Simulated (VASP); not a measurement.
A run of VASP 6.6.1 is set up as follows.

Contents of INCAR:

```
ALGO = Normal ; EDIFF = 1E-6
EDIFFG = -0.01 ; ENCUT = 600
GGA = CA ; IBRION = 2
ISIF = 3 ; ISMEAR = -1
LASPH = T ; LCHARG = F
LREAL = F ; LWAVE = F
NELM = 60 ; NSW = 80
PREC = Accurate ; SIGMA = 0.1
```

KPOINTS

```
k-points
0
Gamma
  15 15 4
```

File POSCAR:

```
C
1.0
    2.4561700000      0.0000000000      0.0000000000
   -1.2280850000      2.1271060000      0.0000000000
    0.0000000000      0.0000000000      8.5238030000
C
2
Direct
    0.3333333333      0.6666666667      0.0000000000
    0.6666666667      0.3333333333      0.0000000000
```

Potentials or basis: VASP PAW LDA potentials, release 64 (C).

Run with:

```console
$ cat potpaw_LDA.64/C/POTCAR > POTCAR
$ mpirun -np 1 vasp_std > vasp.out
```

Q: What does it give for the band gap on the k mesh?

A: Zero (band 4 reaches 4.68 eV, above the bottom of band 5 at 3.72 eV).

Q: What does it give for the relaxed cell?

A: a = 2.446 Å, b = 2.446 Å, c = 3.565 Å, α = 90.00°, β = 90.00°, γ = 120.00°.

Step by step:
```csv
step,energy change (eV),largest force (eV/Å),pressure (GPa),volume (Å³)
1,0.0000,0.0000,-1.43,44.53
2,0.0112,0.0000,3.40,43.26
3,-0.0024,0.0000,-0.06,44.15
4,-0.0024,0.0000,-0.04,44.15
5,-0.0024,0.0000,-0.04,44.11
6,-0.0026,0.0000,-0.04,43.99
7,-0.0028,0.0000,-0.04,43.75
8,-0.0033,0.0000,-0.04,43.28
9,-0.0044,0.0000,-0.04,42.33
10,-0.0065,0.0000,-0.03,40.44
11,-0.0103,0.0000,0.03,36.67
12,-0.0154,0.0000,0.18,29.11
13,0.2177,0.0000,9.26,14.03
14,-0.0156,0.0000,0.18,28.81
15,-0.0345,0.0000,0.27,21.42
16,-0.0449,0.0000,1.01,17.72
17,-0.0435,0.0000,0.31,19.87
18,-0.0480,0.0000,0.55,18.80
19,-0.0480,0.0000,0.71,18.29
20,0.0170,0.0000,-16.08,19.32
21,-0.0481,0.0000,0.04,18.33
22,-0.0481,0.0000,0.06,18.33
23,-0.0483,0.0000,0.11,18.46
```

Caveat: the volume moved by over 15 % at a fixed basis, so the end points are rough.
